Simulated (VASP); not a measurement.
# Ir (P6_3/mmc) in VASP: single point with r2SCAN

Aim: the single point of Ir with r2SCAN.

Program: VASP 6.6.1. These are calculated values, not measurements. Logs are shortened: lines on timing, memory, paths and dates and some standing lists are left out, and cuts for length are marked.

### Step 1. The cell of the first run

It takes space group P6_3/mmc (No. 194, hexagonal). The conventional cell has a = 2.701 Å, b = 2.701 Å, c = 4.373 Å, α = 90.00°, β = 90.00°, γ = 120.00°. Ir (site symmetry -6m2) has 12 Ir at 2.69 to 2.70 Å within 3.5 Å.

This isn't the form of Ir at room conditions, which is fcc.

### Step 2. Single point, r2SCAN (13.82 Å³/atom)

The input, POSCAR:

```
Ir
1.0
    2.7012415878      0.0000000000      0.0000000000
   -1.3506207939      2.3393438368      0.0000000000
    0.0000000000      0.0000000000      4.3726029946
Ir
2
Direct
    0.3333333333      0.6666666667      0.7500000000
    0.6666666667      0.3333333333      0.2500000000
```

The input, INCAR.step1:

```
  ALGO = Normal
  EDIFF = 1E-4
  ENCUT = 520
  GGA = PE
  ISMEAR = 0
  LASPH = True
  LCHARG = False
  LREAL = False
  LWAVE = True
  NBANDS = 16
  NELM = 80
  PREC = Accurate
  SIGMA = 0.05
```

The input, INCAR.step2:

```
  ALGO = Normal
  EDIFF = 1E-6
  ENCUT = 520
  ISIF = 2
  ISMEAR = 0
  ISTART = 1
  LASPH = True
  LCHARG = False
  LMIXTAU = True
  LREAL = False
  LWAVE = False
  METAGGA = R2SCAN
  NBANDS = 16
  NELM = 80
  PREC = Accurate
  SIGMA = 0.05
```

The input, KPOINTS:

```
k-points
0
Gamma
  18 18 10
```

Potentials or basis: VASP PAW PBE potentials, release 64 (Ir).

On the command line:

```sh
$ cat potpaw_PBE.64/Ir/POTCAR > POTCAR
$ cp INCAR.step1 INCAR
$ mpirun -np 1 vasp_std > vasp.out
$ cp INCAR.step2 INCAR
$ mpirun -np 1 vasp_std > vasp.out
```

OUTCAR:

```text
EDIFF = 1E-6
   ENCUT = 520
   ISIF = 2
   ISMEAR = 0
   ISTART = 1
   LASPH = True
   LREAL = False
   METAGGA = R2SCAN
   NELM = 80
   PREC = Accurate

 ion  position               nearest neighbor table
   1  0.333  0.667  0.750-   2 2.69   2 2.69   2 2.69   2 2.69   2 2.69   2 2.69
   2  0.667  0.333  0.250-   1 2.69   1 2.69   1 2.69   1 2.69   1 2.69   1 2.69

  LATTYP: Found a hexagonal cell.
 ALAT       =     2.7012415878
 C/A-ratio  =     1.6187382181

  Lattice vectors:

 A1 = (   2.7012415878,   0.0000000000,   0.0000000000)
 A2 = (  -1.3506207939,   2.3393438368,   0.0000000000)
 A3 = (   0.0000000000,   0.0000000000,   4.3726029946)

Analysis of symmetry for initial positions (statically):
=====================================================================
 Subroutine PRICEL returns:
 Original cell was already a primitive cell.

 Routine SETGRP: Setting up the symmetry group for a
 hexagonal supercell.

 Subroutine GETGRP returns: Found 24 space group operations
 (whereof 12 operations were pure point group operations)
 out of a pool of 24 trial point group operations.

The static configuration has the point symmetry D_3d.
 The point group associated with its full space group is D_6h.

Analysis of symmetry for dynamics (positions and initial velocities):
=====================================================================
 Subroutine PRICEL returns:
 Original cell was already a primitive cell.

 Routine SETGRP: Setting up the symmetry group for a
 hexagonal supercell.

 Subroutine GETGRP returns: Found 24 space group operations
 (whereof 12 operations were pure point group operations)
 out of a pool of 24 trial point group operations.

The dynamic configuration has the point symmetry D_3d.
 The point group associated with its full space group is D_6h.

 Subroutine INISYM returns: Found 24 space group operations
 (whereof 12 operations are pure point group operations),
 and found     1 'primitive' translations

----------------------------------------------------------------------------------------

                                     Primitive cell

  volume of cell :      27.6311

  direct lattice vectors                    reciprocal lattice vectors
     2.701241588  0.000000000  0.000000000     0.370200135  0.213735147  0.000000000
    -1.350620794  2.339343837  0.000000000     0.000000000  0.427470295  0.000000000
     0.000000000  0.000000000  4.372602995     0.000000000  0.000000000  0.228696729

  length of vectors
     2.701241588  2.701241588  4.372602995     0.427470295  0.427470295  0.228696729

  position of ions in fractional coordinates (direct lattice)
     0.333333333  0.666666667  0.750000000
     0.666666667  0.333333333  0.250000000

  ion indices of the primitive-cell ions
   primitive index   ion index
                 1           1
                 2           2

----------------------------------------------------------------------------------------

 KPOINTS: k-points

Automatic generation of k-mesh.
 Grid dimensions read from file:
 generate k-points for:   18   18   10

 Generating k-lattice:

  Cartesian coordinates                     Fractional coordinates (reciprocal lattice)
     0.020566674  0.011874175  0.000000000     0.055555556  0.000000000  0.000000000
     0.000000000  0.023748350  0.000000000     0.000000000  0.055555556  0.000000000
     0.000000000  0.000000000  0.022869673     0.000000000  0.000000000  0.100000000

  Length of vectors
     0.023748350  0.023748350  0.022869673

  Shift w.r.t. Gamma in fractional coordinates (k-lattice)
     0.000000000  0.000000000  0.000000000

 Subroutine IBZKPT returns following result:
 ===========================================

 Found    222 irreducible k-points:

 Following reciprocal coordinates:
            Coordinates               Weight
  0.000000  0.000000  0.000000      1.000000
  0.055556  0.000000  0.000000      6.000000
  0.111111  0.000000  0.000000      6.000000
  0.166667 -0.000000  0.000000      6.000000
  0.222222  0.000000  0.000000      6.000000
  0.277778 -0.000000  0.000000      6.000000
[... 16 lines left out ...]
  0.333333  0.111111  0.000000     12.000000
  0.388889  0.111111  0.000000     12.000000
 [... further k-points ...]
   k-points           NKPTS =    222   k-points in BZ     NKDIM =    222   number of bands    NBANDS=     16
   number of dos      NEDOS =    301   number of ions     NIONS =      2
   total plane-waves  NPLWV =  14400
   dimension x,y,z NGX =    20 NGY =   20 NGZ =   36
   dimension x,y,z NGXF=    40 NGYF=   40 NGZF=   72
   ions per type =               2
   NGX,Y,Z   is equivalent  to a cutoff of  12.31, 12.31, 13.69 a.u.
   NGXF,Y,Z  is equivalent  to a cutoff of  24.62, 24.62, 27.37 a.u.
 SYSTEM =  unknown system
   PREC   = accura    normal or accurate (medium, high low for compatibility)
   ISTART =      1    job   : 0-new  1-cont  2-samecut
   ICHARG =      0    charge: 1-file 2-atom 10-const
   ISPIN  =      1    spin polarized calculation?
   LNONCOLLINEAR =      F non collinear calculations
   LSORBIT =      F    spin-orbit coupling
   LASPH  =      T    aspherical Exc in radial PAW
   ENCUT  =  520.0 eV  38.22 Ry    6.18 a.u.   5.02  5.02  8.13*2*pi/ulx,y,z
   NELM   =     80;   NELMIN=  2; NELMDL=  0     # of ELM steps
   EDIFF  = 0.1E-05   stopping-criterion for ELM
   LREAL  =      F    real-space projection
   EDIFFG = 0.1E-04   stopping-criterion for IOM
   NSW    =      0    number of steps for IOM
   IBRION =     -1    ionic relax: 0-MD 1-quasi-New 2-CG
   NFREE  =      0    steps in history (QN), initial steepest desc. (CG)
   ISIF   =      2    stress and relaxation
   ISYM   =      2    0-nonsym 1-usesym 2-fastsym
   POTIM  = 0.5000    time-step for ionic-motion
   TEBEG  =    0.0;   TEEND  =   0.0 temperature during run
   PSTRESS=    0.0 pullay stress
   NELECT =      18.0000    total number of electrons
   NUPDOWN=      -1.0000    fix difference up-down
   EMIN   =  10.00;   EMAX   =-10.00  energy-range for DOS
   EFERMI =   0.00;   METHOD = LEGACY
   ISMEAR =     0;   SIGMA  =   0.05  broadening in eV -4-tet -1-fermi 0-gaus
   EFERMI_NEDOS =   21; number of points for ismear=-14 and -15
   IALGO  =     38    algorithm
   IMIX   =      4    mixing-type and parameters
     AMIX     =   0.40;   BMIX     =  1.00
     AMIX_MAG =   1.60;   BMIX_MAG =  1.00
  volume/ion in A,a.u.               =      13.82        93.23
  Fermi-wavevector in a.u.,A,eV,Ry     =   1.419166  2.681835 27.402565  2.014032
  Thomas-Fermi vector in A             =   2.540215
   LORBIT       =      0    0 simple, 1 ext, 2 COOP (PROOUT), +10 PAW based schemes
   METAGGA = R2SCAN    functional components
   LHFCALC =     F    Hartree Fock is set to
   AEXX    =    0.0000 exact exchange contribution
   IVDW    =     0    specifies the selected vdW correction
   LEPSILON=     F    determine dielectric tensor
   LRPA    =     F    only Hartree local field effects (RPA)
 non-spin polarized calculation
 Gauss-broadening in eV      SIGMA  =   0.05
  energy-cutoff  :      520.00
  volume of cell :       27.63
 maximum number of plane-waves:       772
 NGX is ok and might be reduce to    20
   NGX =  9   NGY =  9   NGZ = 17

 number of electron      18.0000001 magnetization

 Free energy of the ion-electron system (eV)
  ---------------------------------------------------
  ext. energy  EPLUGINS =         0.00000000
  ---------------------------------------------------
  free energy    TOTEN  =      -104.50784820 eV

  energy without entropy =     -104.50554066  energy(sigma->0) =     -104.50669443

 E-fermi :  10.7505     XC(G=0): -15.5011

 val. band max:       10.7405433852   @ k =   0.3333   0.2778   0.3000
 cond. band min:      10.7596140994   @ k =   0.3889   0.0000   0.1000
 fundamental gap:      0.0190707143
 Fermi energy:        10.7505117708

 k-point     1 :       0.0000    0.0000    0.0000
  band No.  band energies     occupation
      1      -1.2053      2.00000
      2       1.9337      2.00000
      3       6.4941      2.00000
      4       6.5773      2.00000
      5       6.5773      2.00000
      6       7.2922      2.00000
[... 8 lines left out ...]
     15      28.0543      0.00000
     16      29.1712      0.00000

 k-point     2 :       0.0556    0.0000    0.0000
  band No.  band energies     occupation
      1      -1.0752      2.00000
      2       2.0499      2.00000
      3       6.2197      2.00000
      4       6.6873      2.00000
      5       6.8231      2.00000
      6       7.2191      2.00000
[... 8 lines left out ...]
     15      28.2253      0.00000
     16      29.3806      0.00000

 k-point     3 :       0.1111    0.0000    0.0000
  band No.  band energies     occupation
      1      -0.6958      2.00000
      2       2.3756      2.00000
      3       5.8594      2.00000
      4       6.9600      2.00000
      5       7.0128      2.00000
      6       7.2044      2.00000
[... 8 lines left out ...]
     15      28.6781      0.00000
     16      29.8404      0.00000

 k-point     4 :       0.1667   -0.0000    0.0000
  band No.  band energies     occupation
      1      -0.1016      2.00000
      2       2.8239      2.00000
      3       5.5128      2.00000
      4       6.4576      2.00000
      5       6.7074      2.00000
      6       7.5200      2.00000
[... 8 lines left out ...]
     15      28.9907      0.00000
     16      29.6211      0.00000
[... 324 lines left out ...]
 k-point    22 :       0.2778    0.1111    0.0000
  band No.  band energies     occupation
      1       2.4302      2.00000
      2       3.4117      2.00000
      3       4.0828      2.00000
      4       5.3868      2.00000
      5       6.2554      2.00000
      6       6.8210      2.00000
[... 8 lines left out ...]
     15      23.7573      0.00000
     16      26.7394      0.00000

 k-point    23 :       0.3333    0.1111    0.0000
  band No.  band energies     occupation
      1       2.8406      2.00000
      2       3.1731      2.00000
      3       3.6567      2.00000
      4       5.8912      2.00000
      5       6.1572      2.00000
      6       7.0666      2.00000
[... 8 lines left out ...]
     15      22.4302      0.00000
     16      26.1851      0.00000

 k-point    24 :       0.3889    0.1111    0.0000
  band No.  band energies     occupation
      1       2.9562      2.00000
      2       3.0624      2.00000
      3       3.3957      2.00000
      4       6.1236      2.00000
      5       6.3889      2.00000
      6       6.8599      2.00000
[... 8 lines left out ...]
     15      22.0517      0.00000
     16      25.0336      0.00000

 [... further k-points ...]

------------------------ aborting loop because EDIFF is reached ----------------------------------------

  FORCE on cell =-STRESS in cart. coord.  units (eV):
  Direction    XX          YY          ZZ          XY          YZ          ZX
  --------------------------------------------------------------------------------------
  -------------------------------------------------------------------------------------
  Total        2.6812617      2.6812617      2.8191186      0.0000000      0.0000000      0.0000000
  in kB      155.4720258    155.4720258    163.4656083      0.0000000      0.0000000      0.0000000
  external PRESSURE =     158.1365533 kB  Pullay stress =       0.0000000 kB

 VOLUME and BASIS-vectors are now :
 -----------------------------------------------------------------------------
  energy-cutoff  :      520.00
  volume of cell :       27.63
      direct lattice vectors                 reciprocal lattice vectors
     2.701241588  0.000000000  0.000000000     0.370200135  0.213735147  0.000000000
    -1.350620794  2.339343837  0.000000000     0.000000000  0.427470295  0.000000000
     0.000000000  0.000000000  4.372602995     0.000000000  0.000000000  0.228696729

 POSITION                                       TOTAL-FORCE (eV/Angst)
 -----------------------------------------------------------------------------------
     -0.00000      1.55956      3.27945         0.000000     -0.000000      0.000000
      1.35062      0.77978      1.09315        -0.000000      0.000000      0.000000
 -----------------------------------------------------------------------------------
    total drift:                               -0.000000      0.000000     -0.000000

  FREE ENERGIE OF THE ION-ELECTRON SYSTEM (eV)
  ---------------------------------------------------
  free  energy   TOTEN  =      -104.5078482042 eV

  energy  without entropy=     -104.5055406613  energy(sigma->0) =     -104.50669443
```

Run time: 10 min. Hardware: 1 thread of Intel Xeon 8259CL, shared host; peak memory 0.22 GiB.

Results:

* Free energy: -104.5078 eV
* Pressure: 15.8 GPa
* Band gap on the k mesh: zero (bands 9 and 10 overlap by 3.60 eV)

Levels at points of the mesh, in eV from the Fermi level:
```csv
k point,band 5,band 6,band 7,band 8,band 9,band 10,band 11,band 12,band 13,band 14
"(0.00, 0.00, 0.00)",-4.17,-3.46,-3.46,-2.62,-2.62,-0.85,0.27,0.27,7.73,15.04
"(0.50, 0.00, 0.00)",-3.88,-3.70,-3.22,0.75,1.04,1.20,3.18,4.75,8.88,10.99
"(0.00, 0.00, 0.50)",-4.31,-4.31,-4.31,-4.31,-0.53,-0.53,-0.53,-0.53,14.42,14.42
"(0.50, 0.00, 0.50)",-2.34,-2.34,-1.06,-1.06,1.02,1.02,2.16,2.16,8.33,8.33
```

Caveat: the cell stands under pressure; the PAW data sets were made with another functional, which shifts forces and pressure a little; spin-orbit coupling is left out, which moves the levels of the heavy elements.
